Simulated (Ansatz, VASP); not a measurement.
# One calculation of KF, two programs

POSCAR

```
KF
1.0
    0.1056761339      2.9679860682      2.9679860682
    2.9679860682      0.1056761339      2.9679860682
    2.9679860682      2.9679860682      0.1056761339
K F
1 1
Direct
    0.0039156716      0.0039156716      0.0039156716
    0.2460843284      0.2460843284      0.2460843284
```

Contents of INCAR.step1:

```
  ALGO = Normal
  EDIFF = 1E-4
  ENCUT = 520
  GGA = PE
  ISMEAR = 0
  LASPH = True
  LCHARG = False
  LREAL = False
  LWAVE = True
  NBANDS = 15
  NELM = 80
  PREC = Accurate
  SIGMA = 0.01
```

Contents of INCAR.step2:

```
  ALGO = Normal
  EDIFF = 1E-6
  ENCUT = 520
  ISIF = 2
  ISMEAR = 0
  ISTART = 1
  LASPH = True
  LCHARG = True
  LELF = True
  LMIXTAU = True
  LREAL = False
  LVHAR = True
  LWAVE = False
  METAGGA = R2SCAN
  NBANDS = 15
  NELM = 80
  PREC = Accurate
  SIGMA = 0.01
```

Contents of KPOINTS:

```
k-points
0
Gamma
  8 8 8
```

Input for Ansatz:

```yaml
crystal:
  lattice:
    - [0.1056761339, 2.9679860682, 2.9679860682]
    - [2.9679860682, 0.1056761339, 2.9679860682]
    - [2.9679860682, 2.9679860682, 0.1056761339]
  atoms:
    - { symbol: K, position: [0.0039156716, 0.0039156716, 0.0039156716] }
    - { symbol: F, position: [0.2460843284, 0.2460843284, 0.2460843284] }
kpoints:
  mp_grid: { grid: [8, 8, 8] }
  band_path:
    path:
      - [0.0, 0.0, 0.0]
      - [-0.5, -0.5, 0.0]
      - [-0.375, -0.375, 0.25]
      - [-0.375, 0.0, 0.375]
      - [0.0, 0.0, 0.5]
      - [-0.5, -0.25, 0.25]
    npoints: 1
hamiltonian:
  xc: r2scan
scf:
  occupations: { method: fixed }
  n_extra_bands: 4
output:
  forces: true
  stress: true
  eigenvalues: true
```

Change from the starting cell: epitaxial_111 strain -2.5%.

Alike in both runs: task single point; functional r2SCAN; k mesh 8 × 8 × 8; no spin polarisation.

|  | VASP | Ansatz |
| --- | --- | --- |
| version | VASP 6.6.1 | Ansatz 0.2.0 |
| potentials or method | VASP PAW PBE potentials, release 64 (K_sv, F) | plane waves, PAW |
| plane-wave cutoff (eV) | 520 | 500 |
| occupations | gaussian, width 0.01 eV | fixed |
| valence electrons in the cell | 16 | 16 |

|  | VASP | Ansatz | Ansatz less VASP |
| --- | --- | --- | --- |
| gap on the k mesh at the Fermi level (eV) | 5.79 | 5.79 | +0.005 |
| pressure (GPa) | 0.5 | 0.5 | 0.00 |
| traceless stress, the component that is largest in VASP (GPa) | -0.24 | -0.24 | -0.002 |

VASP's potentials were made for PBE, not for r2SCAN.
